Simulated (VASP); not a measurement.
Set up this calculation in VASP 6.6.1, as the native input.

```yaml
Task: single point
Functional: PBEsol
Potentials_or_basis: VASP PAW PBE potentials, release 64 (Al, Cu)
Cutoff: 520 eV
k_mesh: 10 × 10 × 10
Occupations: gaussian, width 0.15 eV
Spin: no spin polarisation
Dipole_correction: no
Further_INCAR_settings: ALGO = Fast; EDIFF = 1e-07; NBANDS = 26
```

The structure of Al2Cu lies in POSCAR:

```
Al2Cu
1.0
   -3.1163500000      3.1163500000      2.4379500000
    3.1163500000     -3.1163500000      2.4379500000
    3.1163500000      3.1163500000     -2.4379500000
Al Cu
4 2
Direct
    0.1593210787      0.6593210787      0.8186421574
    0.6593210787      0.8406789213      0.5000000000
    0.8406789213      0.3406789213      0.1813578426
    0.3406789213      0.1593210787      0.5000000000
    0.7500000000      0.7500000000      0.0000000000
    0.2500000000      0.2500000000      0.0000000000
```

The input as run:

INCAR

```
SYSTEM = Al2Cu
ALGO = Fast
EDIFF = 1E-7
ENCUT = 520
GGA = PS
ISIF = 2
ISMEAR = 0
LASPH = .TRUE.
LCHARG = .FALSE.
LREAL = .FALSE.
LWAVE = .FALSE.
NBANDS = 26
NELM = 100
PREC = Accurate
SIGMA = 0.15
```

KPOINTS

```
k-points
0
G
  10 10 10
  0 0 0
```

Potentials or basis: VASP PAW PBE potentials, release 64 (Al, Cu).

The run is started by

```bash
$ cat potpaw_PBE.64/Al/POTCAR potpaw_PBE.64/Cu/POTCAR > POTCAR
$ mpirun -np 1 vasp_std > vasp.out
```

It gave:

* Pressure: -7.6 GPa
* Largest force: 0.014 eV/Å
* Band gap on the k mesh: zero (bands 17 and 18 overlap by 4.44 eV)

Caveat: the cell stands under tension; the PAW data sets were made with another functional, which shifts forces and pressure a little.

It took 4.1 min on 1 thread of AMD EPYC 9R45 96-Core Processor (Zen 5), on a shared host, peak memory 0.35 GiB.
